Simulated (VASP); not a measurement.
# H6C2O in VASP: a series of runs

The runs below take H6C2O through single point, with PBEsol.

All numbers are computed with VASP 6.6.1; they aren't measurements. Logs are shortened: lines on timing, memory, paths and dates and some standing lists are left out, and cuts for length are marked.

### 1 The cell of the first run

The cell holds a disordered packing, 36 atoms: a = 7.294 Å, b = 7.294 Å, c = 7.294 Å, α = 90.00°, β = 90.00°, γ = 90.00°.

### 2 Single point, PBEsol

The input, INCAR:

```
PREC = Accurate
ENCUT = 520
EDIFF = 1E-6
ISMEAR = -1
SIGMA = 0.05
LREAL = Auto
LASPH = True
NELM = 100
ALGO = Normal
ISIF = 2
LWAVE = False
LCHARG = False
GGA = PS
NBANDS = 64
```

The input, KPOINTS:

```
Automatic mesh
0
Gamma
  1 1 1
```

The input, POSCAR:

```
H6C2O
1.0
    7.2936330000      0.0000000000      0.0000000000
    0.0000000000      7.2936330000      0.0000000000
    0.0000000000      0.0000000000      7.2936330000
C O H
8 4 24
Direct
    0.9680909363      0.9299206582      0.5035487801
    0.9608106139      0.8852241400      0.7085632085
    0.5568829690      0.5943677177     -0.0360040051
    0.3785904775      0.5658222727      0.0622186502
    0.9359533171      0.2887175705      0.1797595245
    0.9415609477      0.4334328311      0.3358957052
    0.4909624600      1.0304466923      0.3646330985
    0.4572892549      0.8650284433      0.4892623470
    0.9405052324      1.0439790431      0.8240200734
    0.4003766024      0.4240410780      0.2027796024
    0.7790493434      0.5309836675      0.3354706770
    0.3888185764      0.9362823712      0.6586429561
    0.9419311336      0.9930853390      0.9500889337
    0.8348514382      0.7999991225      0.7238779357
    1.0874827401      0.8196052639      0.7458011666
    0.9677755928      0.7930341436      0.4232458639
    0.8392799583      0.9966912237      0.4522986007
    1.0888126672      1.0092501227      0.4673391162
    0.2902805776      0.4185568427      0.2743900056
    0.3341133287      0.6911507612      0.1277689733
    0.2749384292      0.5357823735     -0.0425439558
    0.5615719903      0.7179823827     -0.1179659026
    0.6620980244      0.6053773202      0.0735984385
    0.5827411387      0.4818037869     -0.1367905405
    0.7742917693      0.6124108520      0.4393420947
    0.9612904845      0.3638790161      0.4689706762
    1.0631327351      0.5293383969      0.3021128154
    1.0676435187      0.2197807320      0.1717799621
    0.8314237911      0.1825839057      0.2079759154
    0.9138381380      0.3417912582      0.0400349181
    0.4163220168      0.8502621396      0.7575100091
    0.3552550560      0.7738256093      0.4158969885
    0.5863881553      0.7997112002      0.5114872108
    0.6255181746      1.0117728709      0.2892248623
    0.3772331292      1.0410038454      0.2583760384
    0.5084434602      1.1636861904      0.4284558875
```

Potentials or basis: VASP PAW PBE potentials, release 64 (C, O, H).

Run with:

```
$ cat potpaw_PBE.64/C/POTCAR potpaw_PBE.64/O/POTCAR potpaw_PBE.64/H/POTCAR > POTCAR
$ mpirun -np 1 vasp_gam > vasp.out
```

OUTCAR:

```text
PREC = Accurate
   ENCUT = 520
   EDIFF = 1E-6
   ISMEAR = -1
   LREAL = Auto
   LASPH = True
   NELM = 100
   ISIF = 2
   GGA = PS

 ion  position               nearest neighbor table
   1  0.968  0.930  0.504-  18 1.09  17 1.12  16 1.16   2 1.53
   2  0.961  0.885  0.709-  15 1.08  14 1.11   9 1.44   1 1.53
   3  0.557  0.594  0.964-  22 1.08  23 1.11  24 1.12   4 1.50
   4  0.379  0.566  0.062-  20 1.08  21 1.10  10 1.46   3 1.50
   5  0.936  0.289  0.180-  28 1.09  30 1.10  29 1.11   6 1.55
   6  0.942  0.433  0.336-  26 1.10  27 1.16  11 1.38   5 1.55
   7  0.491  0.030  0.365-  36 1.09  34 1.13  35 1.14   8 1.53
   8  0.457  0.865  0.489-  33 1.07  32 1.13  12 1.43   7 1.53
   9  0.941  0.044  0.824-  13 0.99   2 1.44
  10  0.400  0.424  0.203-  19 0.96   4 1.46
  11  0.779  0.531  0.335-  25 0.96   6 1.38
  12  0.389  0.936  0.659-  31 0.98   8 1.43
  13  0.942  0.993  0.950-   9 0.99
  14  0.835  0.800  0.724-   2 1.11
  15  0.087  0.820  0.746-   2 1.08
  16  0.968  0.793  0.423-   1 1.16
  17  0.839  0.997  0.452-   1 1.12
  18  0.089  0.009  0.467-   1 1.09
[... 16 lines left out ...]
  35  0.377  0.041  0.258-   7 1.14
  36  0.508  0.164  0.428-   7 1.09

  LATTYP: Found a simple cubic cell.
 ALAT       =     7.2936330000

  Lattice vectors:

 A1 = (   7.2936330000,   0.0000000000,   0.0000000000)
 A2 = (   0.0000000000,   7.2936330000,   0.0000000000)
 A3 = (   0.0000000000,   0.0000000000,   7.2936330000)

Analysis of symmetry for initial positions (statically):
=====================================================================
 Subroutine PRICEL returns:
 Original cell was already a primitive cell.

 Routine SETGRP: Setting up the symmetry group for a
 simple cubic supercell.

 Subroutine GETGRP returns: Found  1 space group operations
 (whereof  1 operations were pure point group operations)
 out of a pool of 48 trial point group operations.

The static configuration has the point symmetry C_1 .

Analysis of symmetry for dynamics (positions and initial velocities):
=====================================================================
 Subroutine PRICEL returns:
 Original cell was already a primitive cell.

 Routine SETGRP: Setting up the symmetry group for a
 simple cubic supercell.

 Subroutine GETGRP returns: Found  1 space group operations
 (whereof  1 operations were pure point group operations)
 out of a pool of 48 trial point group operations.

The dynamic configuration has the point symmetry C_1 .

 Subroutine INISYM returns: Found  1 space group operations
 (whereof  1 operations are pure point group operations),
 and found     1 'primitive' translations

----------------------------------------------------------------------------------------

                                     Primitive cell

  volume of cell :     388.0000

  direct lattice vectors                    reciprocal lattice vectors
     7.293633000  0.000000000  0.000000000     0.137105884  0.000000000  0.000000000
     0.000000000  7.293633000  0.000000000     0.000000000  0.137105884  0.000000000
     0.000000000  0.000000000  7.293633000     0.000000000  0.000000000  0.137105884

  length of vectors
     7.293633000  7.293633000  7.293633000     0.137105884  0.137105884  0.137105884

  position of ions in fractional coordinates (direct lattice)
     0.968090936  0.929920658  0.503548780
     0.960810614  0.885224140  0.708563209
     0.556882969  0.594367718  0.963995995
     0.378590477  0.565822273  0.062218650
     0.935953317  0.288717570  0.179759524
     0.941560948  0.433432831  0.335895705
[... 28 lines left out ...]
     0.377233129  0.041003845  0.258376038
     0.508443460  0.163686190  0.428455888

  ion indices of the primitive-cell ions
   primitive index   ion index
                 1           1
                 2           2
                 3           3
                 4           4
                 5           5
                 6           6
[... 28 lines left out ...]
                35          35
                36          36

----------------------------------------------------------------------------------------

 KPOINTS: Automatic mesh

Automatic generation of k-mesh.
 Grid dimensions read from file:
 generate k-points for:    1    1    1

 Generating k-lattice:

  Cartesian coordinates                     Fractional coordinates (reciprocal lattice)
     0.137105884  0.000000000  0.000000000     1.000000000  0.000000000  0.000000000
     0.000000000  0.137105884  0.000000000     0.000000000  1.000000000  0.000000000
     0.000000000  0.000000000  0.137105884     0.000000000  0.000000000  1.000000000

  Length of vectors
     0.137105884  0.137105884  0.137105884

  Shift w.r.t. Gamma in fractional coordinates (k-lattice)
     0.000000000  0.000000000  0.000000000

 Subroutine IBZKPT returns following result:
 ===========================================

 Found      1 irreducible k-points:

 Following reciprocal coordinates:
            Coordinates               Weight
  0.000000  0.000000  0.000000      1.000000
   k-points           NKPTS =      1   k-points in BZ     NKDIM =      1   number of bands    NBANDS=     64
   number of dos      NEDOS =    301   number of ions     NIONS =     36
   total plane-waves  NPLWV = 157464
   dimension x,y,z NGX =    54 NGY =   54 NGZ =   54
   dimension x,y,z NGXF=   108 NGYF=  108 NGZF=  108
   ions per type =               8   4  24
   NGX,Y,Z   is equivalent  to a cutoff of  12.31, 12.31, 12.31 a.u.
   NGXF,Y,Z  is equivalent  to a cutoff of  24.62, 24.62, 24.62 a.u.
 SYSTEM =  unknown system
   PREC   = accura    normal or accurate (medium, high low for compatibility)
   ISTART =      0    job   : 0-new  1-cont  2-samecut
   ICHARG =      2    charge: 1-file 2-atom 10-const
   ISPIN  =      1    spin polarized calculation?
   LNONCOLLINEAR =      F non collinear calculations
   LSORBIT =      F    spin-orbit coupling
   LASPH  =      T    aspherical Exc in radial PAW
   ENCUT  =  520.0 eV  38.22 Ry    6.18 a.u.  13.56 13.56 13.56*2*pi/ulx,y,z
   NELM   =    100;   NELMIN=  2; NELMDL= -5     # of ELM steps
   EDIFF  = 0.1E-05   stopping-criterion for ELM
   LREAL  =      T    real-space projection
   EDIFFG = 0.1E-04   stopping-criterion for IOM
   NSW    =      0    number of steps for IOM
   IBRION =     -1    ionic relax: 0-MD 1-quasi-New 2-CG
   NFREE  =      0    steps in history (QN), initial steepest desc. (CG)
   ISIF   =      2    stress and relaxation
   ISYM   =      2    0-nonsym 1-usesym 2-fastsym
   POTIM  = 0.5000    time-step for ionic-motion
   TEBEG  =    0.0;   TEEND  =   0.0 temperature during run
   PSTRESS=    0.0 pullay stress
   NELECT =      80.0000    total number of electrons
   NUPDOWN=      -1.0000    fix difference up-down
   EMIN   =  10.00;   EMAX   =-10.00  energy-range for DOS
   EFERMI =   0.00;   METHOD = LEGACY
   ISMEAR =    -1;   SIGMA  =   0.05  broadening in eV -4-tet -1-fermi 0-gaus
   EFERMI_NEDOS =   21; number of points for ismear=-14 and -15
   IALGO  =     38    algorithm
   IMIX   =      4    mixing-type and parameters
     AMIX     =   0.40;   BMIX     =  1.00
     AMIX_MAG =   1.60;   BMIX_MAG =  1.00
  volume/ion in A,a.u.               =      10.78        72.73
  Fermi-wavevector in a.u.,A,eV,Ry     =   0.967151  1.827650 12.726630  0.935381
  Thomas-Fermi vector in A             =   2.097013
   LORBIT       =      0    0 simple, 1 ext, 2 COOP (PROOUT), +10 PAW based schemes
   GGA     = PS    functional components
   LHFCALC =     F    Hartree Fock is set to
   AEXX    =    0.0000 exact exchange contribution
   IVDW    =     0    specifies the selected vdW correction
   LEPSILON=     F    determine dielectric tensor
   LRPA    =     F    only Hartree local field effects (RPA)
 non-spin polarized calculation
  energy-cutoff  :      520.00
  volume of cell :      388.00
 maximum number of plane-waves:      5198
 NGX is ok and might be reduce to    54
   NGX = 27   NGY = 27   NGZ = 27

 number of electron      79.9999997 magnetization

 Free energy of the ion-electron system (eV)
  ---------------------------------------------------
  ext. energy  EPLUGINS =         0.00000000
  ---------------------------------------------------
  free energy    TOTEN  =      -188.52398793 eV

  energy without entropy =     -188.52398793  energy(sigma->0) =     -188.52398793

 E-fermi :  -1.7574     XC(G=0):  -6.4780

 val. band max:       -3.0140116691   @ k =   0.0000   0.0000   0.0000
 cond. band min:       1.7705168660   @ k =   0.0000   0.0000   0.0000
 fundamental gap:      4.7845285351
 Fermi energy:        -1.7574421058

 k-point     1 :       0.0000    0.0000    0.0000
  band No.  band energies     occupation
      1     -22.9911      2.00000
      2     -22.3586      2.00000
      3     -22.1301      2.00000
      4     -22.0231      2.00000
      5     -15.6361      2.00000
      6     -15.4507      2.00000
[... 44 lines left out ...]
     51       5.1367      0.00000
     52       5.3510      0.00000
 [bands above 52 left out]

------------------------ aborting loop because EDIFF is reached ----------------------------------------

  FORCE on cell =-STRESS in cart. coord.  units (eV):
  Direction    XX          YY          ZZ          XY          YZ          ZX
  --------------------------------------------------------------------------------------
  -------------------------------------------------------------------------------------
  Total        4.3899041      0.6920049     -5.0947135     -3.2632295     -0.9398590     -1.0099373
  in kB       18.1273324      2.8575117    -21.0377180    -13.4749290     -3.8809812     -4.1703576
  external PRESSURE =      -0.0176246 kB  Pullay stress =       0.0000000 kB

 VOLUME and BASIS-vectors are now :
 -----------------------------------------------------------------------------
  energy-cutoff  :      520.00
  volume of cell :      388.00
      direct lattice vectors                 reciprocal lattice vectors
     7.293633000  0.000000000  0.000000000     0.137105884  0.000000000  0.000000000
     0.000000000  7.293633000  0.000000000     0.000000000  0.137105884  0.000000000
     0.000000000  0.000000000  7.293633000     0.000000000  0.000000000  0.137105884

 POSITION                                       TOTAL-FORCE (eV/Angst)
 -----------------------------------------------------------------------------------
      7.06090      6.78250      3.67270        -0.964843     -1.050586     -0.223339
      7.00780      6.45650      5.16800        -1.174808      0.775877     -0.855616
      4.06170      4.33510      7.03103         0.548643     -1.016312      0.385803
      2.76130      4.12690      0.45380        -0.072896     -0.699316      0.284595
      6.82650      2.10580      1.31110        -0.221244      0.301520      0.615171
      6.86740      3.16130      2.44990         1.277529     -0.599814     -1.466386
[... 28 lines left out ...]
      2.75140      0.29907      1.88450         0.919364      0.166580      0.645318
      3.70840      1.19387      3.12500        -0.208515      0.256513      0.658082
 -----------------------------------------------------------------------------------
    total drift:                                0.003988      0.015316      0.025990

  FREE ENERGIE OF THE ION-ELECTRON SYSTEM (eV)
  ---------------------------------------------------
  free  energy   TOTEN  =      -188.5239879263 eV

  energy  without entropy=     -188.5239879262  energy(sigma->0) =     -188.52398793
```

It took 95 s on 1 thread of AMD EPYC 7R13, shared host; peak memory 0.33 GiB.

What came out:

| Item | Value |
| --- | --- |
| Free energy | -188.5240 eV |
| Pressure | 0.0 GPa |
| Largest force | 2.120 eV/Å |
| Band gap on the k mesh | 4.78 eV |

Forces in eV/Å, atoms in the order of the input:
```
C   -0.965 -1.051 -0.223
C   -1.175  0.776 -0.856
C    0.549 -1.016  0.386
C   -0.073 -0.699  0.285
C   -0.221  0.302  0.615
C    1.278 -0.600 -1.466
C    0.041 -0.777 -1.877
C   -1.266  1.668 -0.332
O   -0.037 -0.444  0.260
O    0.783  0.686 -1.584
O   -0.895  0.224 -0.494
O   -0.160 -0.319 -0.073
H   -0.043  0.580 -0.690
H    0.376 -0.373  0.322
H    0.582 -0.858  0.208
H    0.371  1.169  0.761
H    0.636  0.039  0.478
H    0.301  0.215 -0.108
H   -0.851  0.070  0.375
H   -0.147  0.794  0.451
H   -0.547 -0.558  0.033
H   -0.136  0.787 -0.171
H    0.168 -0.180 -0.530
H    0.169  0.144  0.634
H   -0.048  0.313  0.528
H    0.317 -0.022  0.055
H   -0.588 -0.577  0.491
H    0.590 -0.274  0.120
H   -0.051  0.240 -0.026
H   -0.212  0.328  0.208
H   -0.089 -0.036 -0.093
H    0.619  0.047  0.670
H    0.968 -0.971  0.273
H   -0.955 -0.048  0.068
H    0.919  0.167  0.645
H   -0.209  0.257  0.658
```

Stress tensor (GPa, compression positive):
```
 1.81 -1.35 -0.42
-1.35  0.29 -0.39
-0.42 -0.39 -2.10
```

Caveat: the k points lie up to 0.86 Å⁻¹ apart; the PAW data sets were made with another functional, which shifts forces and pressure a little.

### 3 Single point, PBEsol

The input, INCAR:

```
SYSTEM = H6C2O
PREC     = Accurate       ! precision mode
ENCUT    = 520            ! plane-wave cutoff, eV
EDIFF    = 1E-6           ! SCF threshold, eV
ISMEAR   = -1             ! smearing method
SIGMA    = 0.05           ! smearing width, eV
LREAL    = Auto         
LASPH    = .True.         ! aspherical terms in the spheres
NELM     = 100            ! most SCF steps
ALGO     = Normal         ! electronic algorithm
ISIF     = 2              ! what is computed and relaxed
LWAVE    = .False.        ! write WAVECAR
LCHARG   = .False.        ! write CHGCAR
GGA      = PS             ! functional
NBANDS   = 64             ! bands
```

The input, KPOINTS:

```
regular mesh
0
Gamma
  1 1 1
  0 0 0
```

The input, POSCAR:

```
H6C2O
1.0
    7.2936330000      0.0000000000      0.0000000000
    0.0000000000      7.2936330000      0.0000000000
    0.0000000000      0.0000000000      7.2936330000
C O H
8 4 24
Direct
    0.9923312566      0.9410262348      0.5099379143
    0.9787851953      0.8764493634      0.7038878978
    0.5585830820      0.5903230941     -0.0510033888
    0.3843215034      0.5482727195      0.0527994759
    0.9254235852      0.2907741588      0.2009423836
    0.9367485312      0.4424818194      0.3402419617
    0.4932795494      1.0036973344      0.3461512253
    0.4759082339      0.8581183067      0.4919770435
    0.9357887900      1.0370826171      0.8012604967
    0.4108103602      0.3898605811      0.1674062844
    0.7744014540      0.5474912160      0.3137805261
    0.3859119317      0.9278229382      0.6392287629
    0.9430279807      1.0232623440      0.9315659288
    0.8588175468      0.7857126894      0.7103730062
    1.1057178227      0.8077593156      0.7399604559
    1.0306249300      0.8412131513      0.4050656237
    0.8625056950      1.0147892004      0.4801036740
    1.0895667495      1.0549338032      0.4948014247
    0.4015694236      0.4370387158      0.3000562271
    0.3544049995      0.6663071750      0.1447152606
    0.2459679559      0.5323135946     -0.0203465132
    0.5498631478      0.7069042273     -0.1521189783
    0.6601785420      0.6107244497      0.0554730407
    0.5883624800      0.4613064573     -0.1400262393
    0.7631450609      0.6281917393      0.4197907956
    0.9418077383      0.3804002751      0.4993533401
    1.0601849586      0.5220854957      0.3266136369
    1.0173256592      0.1820491928      0.2432121276
    0.7772395458      0.2404837205      0.1845856516
    0.9674602492      0.3301646792      0.0567755466
    0.3641806491      0.8255008169      0.7210124228
    0.4044760684      0.7450333736      0.4402469935
    0.6120269556      0.7786654470      0.5373590911
    0.5750083669      0.9273841993      0.2420878594
    0.3631386443      1.0306249300      0.2857286622
    0.5586790561      1.1300404065      0.4039139342
```

Potentials or basis: VASP PAW PBE potentials, release 64 (C, O, H).

Run with:

```
$ cat potpaw_PBE.64/C/POTCAR potpaw_PBE.64/O/POTCAR potpaw_PBE.64/H/POTCAR > POTCAR
$ mpirun -np 1 vasp_gam > vasp.out
```

Run time: 99 s. Hardware: 1 thread of AMD EPYC 7R13, shared host; peak memory 0.33 GiB.

It converged, with:

- Free energy: -187.9651 eV
- Pressure: 0.4 GPa
- Largest force: 2.983 eV/Å
- Band gap on the k mesh: 4.78 eV

Forces in eV/Å, atoms in the order of the input:
```
C   -0.398  1.253 -0.580
C   -0.705  0.488 -0.847
C   -0.828 -1.603 -2.052
C   -1.431  0.649  0.714
C   -0.798 -0.209 -1.184
C   -1.241 -1.741  2.080
C    1.820 -1.258  0.587
C    2.279  0.000 -0.002
O    0.181  0.692 -0.178
O   -0.336  0.859  1.875
O    0.310  0.355  0.503
O   -0.581  0.722  1.587
H    0.035 -0.294  0.790
H   -0.025 -0.765  0.271
H    0.363 -0.308  0.689
H   -0.263 -0.417 -0.043
H   -0.044 -0.612 -0.316
H    0.515 -0.122  0.406
H    0.331 -0.940 -2.107
H    0.078  0.076 -0.069
H    1.231 -0.115 -0.205
H    0.019 -0.291  0.725
H    0.719  0.104 -0.051
H    0.127  1.239  0.963
H   -0.104  0.351  0.036
H   -0.167  0.809 -2.509
H    0.853  0.671 -0.220
H    0.226 -0.628  0.001
H    1.220  0.296  0.448
H   -0.104  0.163  0.830
H   -0.187 -0.004  0.565
H   -1.404 -1.791 -1.231
H   -0.705  1.463 -0.424
H    0.185  0.951 -0.159
H   -1.047  0.483 -0.339
H   -0.123 -0.527 -0.557
```

Stress tensor (GPa, compression positive):
```
 1.16  0.60 -0.49
 0.60  0.33  0.37
-0.49  0.37 -0.24
```

Levels at points of the mesh, in eV from the valence-band top:
```tsv
k point	band 36	band 37	band 38	band 39	band 40	band 41	band 42	band 43	band 44	band 45
(0.00, 0.00, 0.00)	-1.16	-0.19	-0.12	-0.07	0.00	4.78	5.87	6.17	6.36	6.75
```

Caveat: the k points lie up to 0.86 Å⁻¹ apart; the PAW data sets were made with another functional, which shifts forces and pressure a little.
